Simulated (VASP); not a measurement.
Runs of VASP 6.6.1 on Li. The structure is that of space group Fm-3m (No. 225), or close to it. The cells are those of the table. 

```csv
task,cell,cutoff (eV),gap on the mesh (eV),pressure (GPa)
electric field gradients,"a = 3.072 Å, angles 60.0°, 1 atom",650,none,-0.4
single point,"a = 3.155 Å, angles 60.0°, 1 atom",750,none,(a)
electric field gradients,"a = 3.145, b = 3.145, c = 3.114 Å, angles 60.3, 60.3, 59.3°, 1 atom",650,none,-1.1
single point,"a = 3.161, b = 3.161, c = 3.208 Å, angles 59.5, 59.5, 61.0°, 1 atom",520,none,-
single point,"a = 3.130, b = 3.130, c = 3.114 Å, angles 60.2, 60.2, 59.7°, 1 atom",750,none,-0.9
```

Alike in all rows: level PBEsol; potentials or basis VASP PAW PBE potentials, release 64 (Li_sv); no spin polarisation; k mesh 13 × 13 × 13; smearing fermi-dirac 0.08 eV.

Task: Estimate the missing entries.

Result: (a) -1.2.

Caveats: the PAW data sets were made with another functional, which shifts forces and pressure a little; the cutoff is under 1.25 times the usual one of these potentials, so pressure, stress and relaxed cells hold a basis-set (Pulay) error (some runs).

A gap of «none» marks levels without a gap at the run's occupations.
